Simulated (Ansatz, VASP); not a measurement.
**Two plane-wave programs on ZrZnBr6**

```
CELL_PARAMETERS angstrom
0.00000 5.26886 5.26886
5.26886 0.00000 5.26886
5.26886 5.26886 0.00000
ATOMIC_POSITIONS crystal
Zr 0.00000 0.00000 0.00000
Zn 0.50000 0.50000 0.50000
Br 0.24977 0.75023 0.75023
Br 0.24977 0.24977 0.75023
Br 0.75023 0.24977 0.24977
Br 0.24977 0.75023 0.24977
Br 0.75023 0.24977 0.75023
Br 0.75023 0.75023 0.24977
```

Change from the starting cell: species swapped into the HfVF6 type (Fm-3m, No. 225).

Alike in both runs: functional PBE; k mesh 6 × 6 × 6; occupations gaussian, width 0.02 eV; no spin polarisation.

Ansatz relaxed the structure, and its values are those at the end. VASP's run is a single point on that final structure, the one shown.

|  | VASP | Ansatz |
| --- | --- | --- |
| version | VASP 6.6.1 | Ansatz 0.2.0 |
| potentials or method | VASP PAW PBE potentials, release 64 (Zr_sv, Zn, Br), cutoff 520 eV | scalar-relativistic, plane waves, PAW |
| valence electrons in the cell | 66 | 66 |

VASP gave:

```
gap on the k mesh at the Fermi level (eV) : 1.33
least direct gap on the mesh (eV)         : 1.34
pressure (GPa)                            : 0.1
```

**Question.** Estimate Ansatz's values.

**Answer.** gap on the k mesh at the Fermi level (eV): 1.33; least direct gap on the mesh (eV): 1.34; pressure (GPa): 0.0.

Ansatz's warnings: xc potential rough in thin density.
